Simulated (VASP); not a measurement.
Runs of VASP 6.6.1 on Al. The structure is that of space group P6_3/mmc (No. 194), or close to it. The cells are those of the table. This isn't the form of Al at room conditions, which is fcc.

```csv
cell,gap on the mesh (eV),pressure (GPa)
"a = 2.850, b = 2.850, c = 4.490 Å, angles 90.0, 90.0, 120.0°, 2 atoms",none,3.0
"a = 2.890, b = 2.890, c = 4.416 Å, angles 90.0, 90.0, 120.0°, 2 atoms",none,(a)
"a = 2.969, b = 2.969, c = 4.935 Å, angles 90.0, 90.0, 120.0°, 2 atoms",none,-8.1
"a = 3.009, b = 3.009, c = 4.861 Å, angles 90.0, 90.0, 120.0°, 2 atoms",none,-8.6
"a = 2.770, b = 2.770, c = 4.787 Å, angles 90.0, 90.0, 120.0°, 2 atoms",none,2.5
"a = 3.049, b = 3.049, c = 5.009 Å, angles 90.0, 90.0, 120.0°, 2 atoms",none,-10.2
"a = 2.929, b = 2.930, c = 4.267 Å, angles 90.0, 90.0, 120.0°, 2 atoms",none,(b)
"a = 2.810, b = 2.810, c = 4.638 Å, angles 90.0, 90.0, 120.0°, 2 atoms",none,2.5
```

Alike in all rows: task single point; level PBEsol; potentials or basis VASP PAW PBE potentials, release 64 (Al); no spin polarisation; k mesh 18 × 18 × 10; cutoff (eV) 520; smearing gaussian 0.15 eV.

Task: Fill in the values left out.

Result: (a) 2.3; (b) 3.8.

Caveats: the PAW data sets were made with another functional, which shifts forces and pressure a little; the cell stands under tension (at least some runs); the cell stands under pressure (at least some runs).

A gap of «none» marks levels without a gap at the run's occupations.
